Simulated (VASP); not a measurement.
# TiSi16 (a cell with a defect) in VASP: notebook

TiSi16 (a cell with a defect) is run at these levels: PBE; tasks: single point.

Program: VASP 6.6.1. These are calculated values, not measurements. Logs are shortened: lines on timing, memory, paths and dates and some standing lists are left out, and cuts for length are marked.

**1. The cell of the first run**

The cell holds a defect, 17 atoms: a = 7.679 Å, b = 7.679 Å, c = 7.679 Å, α = 60.00°, β = 60.00°, γ = 60.00°.

**2. Single point, PBE**

INCAR reads:

```
SYSTEM = TiSi16
PREC     = Accurate       ! precision mode
ENCUT    = 520            ! plane-wave cutoff, eV
EDIFF    = 1E-6           ! SCF threshold, eV
ISMEAR   = -1             ! smearing method
SIGMA    = 0.05           ! smearing width, eV
LREAL    = Auto         
LASPH    = .True.         ! aspherical terms in the spheres
NELM     = 80             ! most SCF steps
ALGO     = Normal         ! electronic algorithm
ISIF     = 2              ! what is computed and relaxed
LWAVE    = .False.        ! write WAVECAR
LCHARG   = .False.        ! write CHGCAR
GGA      = PE             ! functional
NBANDS   = 52             ! bands
```

KPOINTS reads:

```
regular mesh
0
Gamma
  2 2 2
  0 0 0
```

POSCAR reads:

```
TiSi16
1.0
    0.0000000000      5.4300000000      5.4300000000
    5.4300000000      0.0000000000      5.4300000000
    5.4300000000      5.4300000000      0.0000000000
Si Ti
16 1
Direct
    0.0142678637     -0.0410608656      0.0136678637
    0.1177802947      0.1128047882      0.1170375691
   -0.0219973297      0.0057577348      0.5084074586
    0.1177665746      0.1128853591      0.6528954880
   -0.0021871087      0.4897823204     -0.0010395948
    0.1355286372      0.5905378453      0.1369008287
   -0.0022264273      0.4898450276      0.5133805709
    0.1154328729      0.6334866483      0.6255251381
    0.5090813076      0.0056225599     -0.0226144567
    0.6534101289      0.1128933702      0.1171333333
    0.5090722836      0.0056291897      0.5084752302
    0.6116402394      0.1668796501      0.6110225599
    0.5122354512      0.4898457643     -0.0010809392
    0.6243750460      0.6334336096      0.1166643646
    0.4860250460      0.5393511971      0.4872644567
    0.6243289134      0.6334679558      0.6254497238
    0.2735725599      0.1810524862      0.2729633517
```

Potentials or basis: VASP PAW PBE potentials, release 64 (Si, Ti_sv).

The run is started by

```bash
$ cat potpaw_PBE.64/Si/POTCAR potpaw_PBE.64/Ti_sv/POTCAR > POTCAR
$ mpirun -np 1 vasp_std > vasp.out
```

OUTCAR:

```text
SYSTEM = TiSi16
   PREC = Accurate
   ENCUT = 520
   EDIFF = 1E-6
   ISMEAR = -1
   LREAL = Auto
   LASPH = .True.
   NELM = 80
   ISIF = 2
   GGA = PE

 ion  position               nearest neighbor table
   1  0.014  0.959  0.014-   2 2.27   4 2.27  10 2.27   6 2.31
   2  0.118  0.113  0.117-   1 2.27   5 2.37  17 2.41   9 2.46   3 2.46
   3  0.978  0.006  0.508-  12 2.31   8 2.34   2 2.46   4 2.46  17 2.60
   4  0.118  0.113  0.653-   1 2.27   7 2.37  17 2.41  11 2.46   3 2.46
   5  0.998  0.490  0.999-   8 2.35  14 2.35   2 2.37   6 2.37  17 3.00
   6  0.136  0.591  0.137-   1 2.31   5 2.37   7 2.37  13 2.37  17 2.57
   7  0.998  0.490  0.513-  16 2.35   8 2.35   4 2.37   6 2.37  17 2.99
   8  0.115  0.633  0.626-  15 2.33   3 2.34   5 2.35   7 2.35
   9  0.509  0.006  0.977-  12 2.31  14 2.34   2 2.46  10 2.46  17 2.60
  10  0.653  0.113  0.117-   1 2.27  13 2.37  17 2.41  11 2.46   9 2.46
  11  0.509  0.006  0.508-  12 2.31  16 2.34   4 2.46  10 2.46  17 2.60
  12  0.612  0.167  0.611-   3 2.31   9 2.31  11 2.31  15 2.34
  13  0.512  0.490  0.999-  16 2.35  14 2.35  10 2.37   6 2.37  17 2.98
  14  0.624  0.633  0.117-  15 2.33   9 2.34   5 2.35  13 2.35
  15  0.486  0.539  0.487-   8 2.33  14 2.33  16 2.33  12 2.34
  16  0.624  0.633  0.625-  15 2.33  11 2.34   7 2.35  13 2.35
  17  0.274  0.181  0.273-  10 2.41   4 2.41   2 2.41   6 2.57   3 2.60   9 2.60  11 2.60  13 2.98
                             7 2.99   5 3.00

  LATTYP: Found a face centered cubic cell.
 ALAT       =    10.8600000000

  Lattice vectors:

 A1 = (   0.0000000000,   5.4300000000,   5.4300000000)
 A2 = (   5.4300000000,   0.0000000000,   5.4300000000)
 A3 = (   5.4300000000,   5.4300000000,   0.0000000000)

Analysis of symmetry for initial positions (statically):
=====================================================================
 Subroutine PRICEL returns:
 Original cell was already a primitive cell.

 Routine SETGRP: Setting up the symmetry group for a
 face centered cubic supercell.

 Subroutine GETGRP returns: Found  1 space group operations
 (whereof  1 operations were pure point group operations)
 out of a pool of 48 trial point group operations.

The static configuration has the point symmetry C_1 .

Analysis of symmetry for dynamics (positions and initial velocities):
=====================================================================
 Subroutine PRICEL returns:
 Original cell was already a primitive cell.

 Routine SETGRP: Setting up the symmetry group for a
 face centered cubic supercell.

 Subroutine GETGRP returns: Found  1 space group operations
 (whereof  1 operations were pure point group operations)
 out of a pool of 48 trial point group operations.

The dynamic configuration has the point symmetry C_1 .

 Subroutine INISYM returns: Found  1 space group operations
 (whereof  1 operations are pure point group operations),
 and found     1 'primitive' translations

----------------------------------------------------------------------------------------

                                     Primitive cell

  volume of cell :     320.2060

  direct lattice vectors                    reciprocal lattice vectors
     0.000000000  5.430000000  5.430000000    -0.092081031  0.092081031  0.092081031
     5.430000000  0.000000000  5.430000000     0.092081031 -0.092081031  0.092081031
     5.430000000  5.430000000  0.000000000     0.092081031  0.092081031 -0.092081031

  length of vectors
     7.679179644  7.679179644  7.679179644     0.159489025  0.159489025  0.159489025

  position of ions in fractional coordinates (direct lattice)
     0.014267864  0.958939134  0.013667864
     0.117780295  0.112804788  0.117037569
     0.978002670  0.005757735  0.508407459
     0.117766575  0.112885359  0.652895488
     0.997812891  0.489782320  0.998960405
     0.135528637  0.590537845  0.136900829
[... 9 lines left out ...]
     0.624328913  0.633467956  0.625449724
     0.273572560  0.181052486  0.272963352

  ion indices of the primitive-cell ions
   primitive index   ion index
                 1           1
                 2           2
                 3           3
                 4           4
                 5           5
                 6           6
[... 9 lines left out ...]
                16          16
                17          17

----------------------------------------------------------------------------------------

 KPOINTS: regular mesh

Automatic generation of k-mesh.
 Grid dimensions read from file:
 generate k-points for:    2    2    2

 Generating k-lattice:

  Cartesian coordinates                     Fractional coordinates (reciprocal lattice)
    -0.046040516  0.046040516  0.046040516     0.500000000  0.000000000  0.000000000
     0.046040516 -0.046040516  0.046040516     0.000000000  0.500000000  0.000000000
     0.046040516  0.046040516 -0.046040516     0.000000000  0.000000000  0.500000000

  Length of vectors
     0.079744512  0.079744512  0.079744512

  Shift w.r.t. Gamma in fractional coordinates (k-lattice)
     0.000000000  0.000000000  0.000000000

 Subroutine IBZKPT returns following result:
 ===========================================

 Found      8 irreducible k-points:

 Following reciprocal coordinates:
            Coordinates               Weight
  0.000000  0.000000  0.000000      1.000000
  0.500000  0.000000  0.000000      1.000000
  0.000000  0.500000  0.000000      1.000000
  0.000000  0.000000  0.500000      1.000000
  0.500000  0.500000  0.500000      1.000000
  0.500000  0.500000  0.000000      1.000000
  0.000000  0.500000  0.500000      1.000000
  0.500000  0.000000  0.500000      1.000000
   k-points           NKPTS =      8   k-points in BZ     NKDIM =      8   number of bands    NBANDS=     52
   number of dos      NEDOS =    301   number of ions     NIONS =     17
   total plane-waves  NPLWV = 216000
   dimension x,y,z NGX =    60 NGY =   60 NGZ =   60
   dimension x,y,z NGXF=   120 NGYF=  120 NGZF=  120
   ions per type =              16   1
   NGX,Y,Z   is equivalent  to a cutoff of  12.99, 12.99, 12.99 a.u.
   NGXF,Y,Z  is equivalent  to a cutoff of  25.98, 25.98, 25.98 a.u.
 SYSTEM =  TiSi16
   PREC   = accura    normal or accurate (medium, high low for compatibility)
   ISTART =      0    job   : 0-new  1-cont  2-samecut
   ICHARG =      2    charge: 1-file 2-atom 10-const
   ISPIN  =      1    spin polarized calculation?
   LNONCOLLINEAR =      F non collinear calculations
   LSORBIT =      F    spin-orbit coupling
   LASPH  =      T    aspherical Exc in radial PAW
   ENCUT  =  520.0 eV  38.22 Ry    6.18 a.u.  14.28 14.28 14.28*2*pi/ulx,y,z
   NELM   =     80;   NELMIN=  2; NELMDL= -5     # of ELM steps
   EDIFF  = 0.1E-05   stopping-criterion for ELM
   LREAL  =      T    real-space projection
   EDIFFG = 0.1E-04   stopping-criterion for IOM
   NSW    =      0    number of steps for IOM
   IBRION =     -1    ionic relax: 0-MD 1-quasi-New 2-CG
   NFREE  =      0    steps in history (QN), initial steepest desc. (CG)
   ISIF   =      2    stress and relaxation
   ISYM   =      2    0-nonsym 1-usesym 2-fastsym
   POTIM  = 0.5000    time-step for ionic-motion
   TEBEG  =    0.0;   TEEND  =   0.0 temperature during run
   PSTRESS=    0.0 pullay stress
   NELECT =      76.0000    total number of electrons
   NUPDOWN=      -1.0000    fix difference up-down
   EMIN   =  10.00;   EMAX   =-10.00  energy-range for DOS
   EFERMI =   0.00;   METHOD = LEGACY
   ISMEAR =    -1;   SIGMA  =   0.05  broadening in eV -4-tet -1-fermi 0-gaus
   EFERMI_NEDOS =   21; number of points for ismear=-14 and -15
   IALGO  =     38    algorithm
   IMIX   =      4    mixing-type and parameters
     AMIX     =   0.40;   BMIX     =  1.00
     AMIX_MAG =   1.60;   BMIX_MAG =  1.00
  volume/ion in A,a.u.               =      18.84       127.11
  Fermi-wavevector in a.u.,A,eV,Ry     =   1.013607  1.915439 13.978610  1.027399
  Thomas-Fermi vector in A             =   2.146786
   LORBIT       =      0    0 simple, 1 ext, 2 COOP (PROOUT), +10 PAW based schemes
   GGA     = PE    functional components
   LHFCALC =     F    Hartree Fock is set to
   AEXX    =    0.0000 exact exchange contribution
   IVDW    =     0    specifies the selected vdW correction
   LEPSILON=     F    determine dielectric tensor
   LRPA    =     F    only Hartree local field effects (RPA)
 non-spin polarized calculation
  energy-cutoff  :      520.00
  volume of cell :      320.21
 maximum number of plane-waves:      8646
 NGX is ok and might be reduce to    60
   NGX = 29   NGY = 29   NGZ = 29

 number of electron      76.0000001 magnetization

 Free energy of the ion-electron system (eV)
  ---------------------------------------------------
  ext. energy  EPLUGINS =         0.00000000
  ---------------------------------------------------
  free energy    TOTEN  =       -91.69078118 eV

  energy without entropy =      -91.60220877  energy(sigma->0) =      -91.64649497

 E-fermi :   6.8997     XC(G=0):  -9.7596

 val. band max:        6.8717450825   @ k =   0.0000   0.0000   0.0000
 cond. band min:       6.9038040750   @ k =   0.5000   0.5000   0.5000
 fundamental gap:      0.0320589925
 Fermi energy:         6.8997144654

 k-point     1 :       0.0000    0.0000    0.0000
  band No.  band energies     occupation
      1     -49.8890      2.00000
      2     -26.2813      2.00000
      3     -26.2477      2.00000
      4     -26.2457      2.00000
      5      -5.6977      2.00000
      6      -3.4989      2.00000
[... 42 lines left out ...]
     49       8.3064      0.00000
     50       8.5997      0.00000

 k-point     2 :       0.5000    0.0000    0.0000
  band No.  band energies     occupation
      1     -49.8890      2.00000
      2     -26.2813      2.00000
      3     -26.2477      2.00000
      4     -26.2457      2.00000
      5      -4.9790      2.00000
      6      -4.7859      2.00000
[... 310 lines left out ...]
 k-point     8 :       0.5000    0.0000    0.5000
  band No.  band energies     occupation
      1     -49.8890      2.00000
      2     -26.2813      2.00000
      3     -26.2477      2.00000
      4     -26.2457      2.00000
      5      -4.6580      2.00000
      6      -4.5775      2.00000
[... 42 lines left out ...]
     49       9.8895      0.00000
     50      10.5089      0.00000
 [bands above 50 left out]

------------------------ aborting loop because EDIFF is reached ----------------------------------------

  FORCE on cell =-STRESS in cart. coord.  units (eV):
  Direction    XX          YY          ZZ          XY          YZ          ZX
  --------------------------------------------------------------------------------------
  -------------------------------------------------------------------------------------
  Total        8.3059603      8.2867190      8.3685069      0.8841443      0.8759569     -0.8726900
  in kB       41.5595610     41.4632852     41.8725177      4.4238894      4.3829230     -4.3665770
  external PRESSURE =      41.6317880 kB  Pullay stress =       0.0000000 kB

 VOLUME and BASIS-vectors are now :
 -----------------------------------------------------------------------------
  energy-cutoff  :      520.00
  volume of cell :      320.21
      direct lattice vectors                 reciprocal lattice vectors
     0.000000000  5.430000000  5.430000000    -0.092081031  0.092081031  0.092081031
     5.430000000  0.000000000  5.430000000     0.092081031 -0.092081031  0.092081031
     5.430000000  5.430000000  0.000000000     0.092081031  0.092081031 -0.092081031

 POSITION                                       TOTAL-FORCE (eV/Angst)
 -----------------------------------------------------------------------------------
      5.28126      0.15169      5.28451        -0.048428      0.047869     -0.051831
      1.24804      1.27506      1.25208        -0.118398      0.207167     -0.122218
      2.79192      8.07121      5.34182        -0.107524      0.107654      0.050895
      4.15819      4.18469      1.25244        -0.207908      0.118641     -0.123497
      8.08387     10.84248      8.07764        -0.101354      0.044450     -0.096562
      3.94999      1.47929      3.94254         0.016700     -0.015968      0.021806
[... 9 lines left out ...]
      6.83592      6.78630      6.82984        -0.084089      0.047187     -0.077510
      2.46531      2.96769      2.46861         1.254825     -1.262892      1.238595
 -----------------------------------------------------------------------------------
    total drift:                                0.001892     -0.004612     -0.009135

  FREE ENERGIE OF THE ION-ELECTRON SYSTEM (eV)
  ---------------------------------------------------
  free  energy   TOTEN  =       -91.6907811832 eV

  energy  without entropy=      -91.6022087650  energy(sigma->0) =      -91.64649497
```

Run time: 2.4 min. Hardware: 1 thread of Intel Xeon 6975P-C (Granite Rapids), shared host; peak memory 0.5 GiB.

Results:

| Quantity | Value |
| --- | --- |
| Free energy | -91.6908 eV |
| Pressure | 4.2 GPa |
| Largest force | 2.169 eV/Å |
| Band gap on the k mesh | zero (bands 38 and 39 overlap by 0.31 eV) |

Forces in eV/Å, atoms in the order of the input:
```
Si  -0.048  0.048 -0.052
Si  -0.118  0.207 -0.122
Si  -0.108  0.108  0.051
Si  -0.208  0.119 -0.123
Si  -0.101  0.044 -0.097
Si   0.017 -0.016  0.022
Si  -0.042  0.103 -0.097
Si  -0.082  0.084 -0.043
Si   0.056  0.108 -0.110
Si  -0.123  0.124 -0.209
Si  -0.108 -0.059 -0.110
Si  -0.068  0.065 -0.074
Si  -0.102  0.103 -0.035
Si  -0.045  0.086 -0.077
Si  -0.090  0.092 -0.086
Si  -0.084  0.047 -0.078
Ti   1.255 -1.263  1.239
```

Levels at points of the mesh, in eV from the Fermi level:
| k point | band 33 | band 34 | band 35 | band 36 | band 37 | band 38 | band 39 | band 40 | band 41 | band 42 |
| --- | --- | --- | --- | --- | --- | --- | --- | --- | --- | --- |
| (0.00, 0.00, 0.00) | -1.54 | -1.11 | -1.11 | -0.80 | -0.60 | -0.30 | -0.30 | -0.03 | -0.03 | 0.16 |
| (0.50, 0.00, 0.00) | -1.84 | -1.78 | -1.36 | -1.35 | -0.18 | 0.01 | 0.14 | 0.42 | 0.62 | 0.76 |
| (0.00, 0.50, 0.00) | -2.05 | -2.05 | -1.36 | -1.35 | -0.27 | -0.15 | -0.15 | 0.66 | 0.67 | 0.86 |
| (0.00, 0.00, 0.50) | -1.85 | -1.77 | -1.36 | -1.35 | -0.18 | 0.00 | 0.14 | 0.42 | 0.61 | 0.76 |
| (0.50, 0.50, 0.50) | -1.85 | -1.77 | -1.36 | -1.35 | -0.18 | 0.00 | 0.14 | 0.42 | 0.61 | 0.76 |
| (0.50, 0.50, 0.00) | -2.34 | -2.03 | -1.95 | -1.82 | -0.42 | 0.02 | 0.40 | 0.81 | 1.08 | 1.09 |
| (0.00, 0.50, 0.50) | -2.34 | -2.03 | -1.95 | -1.82 | -0.42 | 0.02 | 0.40 | 0.81 | 1.08 | 1.09 |
| (0.50, 0.00, 0.50) | -2.34 | -2.03 | -1.94 | -1.82 | -0.42 | 0.02 | 0.40 | 0.81 | 1.08 | 1.10 |

Caveat: the k points lie up to 0.50 Å⁻¹ apart.

(Part 1 of 2 ends here.)
